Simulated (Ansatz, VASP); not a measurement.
Two plane-wave programs on Be4Os

```
Be Os
1.0
     1.80054   -3.58932    0.00000
     1.80054    3.58932    0.00000
     0.00000    0.00000    7.15083
Be Os
8 2
Direct
  0.65225 0.34772 0.84799
  0.34775 0.65228 0.84799
  0.15225 0.84772 0.65201
  0.65228 0.34775 0.15201
  0.84772 0.15225 0.34799
  0.34772 0.65225 0.15201
  0.15228 0.84775 0.34799
  0.84775 0.15228 0.65201
  0.00000 0.00000 0.00000
  0.50000 0.50000 0.50000
```

Change from the starting cell: species swapped into the Sn4Au type (Ccce, No. 68).

Alike in both runs: functional PBE; k mesh 4 × 4 × 4; occupations gaussian, width 0.1 eV; no spin polarisation.

Ansatz relaxed the structure, and its values are those at the end. VASP's run is a single point on that final structure, the one shown.

|  | VASP | Ansatz |
| --- | --- | --- |
| version | VASP 6.6.1 | Ansatz 0.2.0 |
| potentials or method | VASP PAW PBE potentials, release 64 (Be, Os), cutoff 520 eV | scalar-relativistic, plane waves, PAW |
| valence electrons in the cell | 32 | 48 |

|  | VASP | Ansatz | Ansatz less VASP |
| --- | --- | --- | --- |
| gap on the k mesh at the Fermi level (eV) | none | none | - |
| pressure (GPa) | 0.5 | 0.2 | -0.22 |
| rms of the force components (eV/Å) | 0.016 | 0.014 | -0.0015 |

A gap of «none» marks a metal or a gap that the smearing closes. With one functional, cell and mesh, what is left measures potentials, basis and numerics. VASP's potentials hold 32 valence electrons a cell and Ansatz's 48, so a difference there can come from the potentials and not from the codes.

The k mesh is coarse, so the values compare programs but aren't converged. Neither program's run includes spin-orbit coupling.
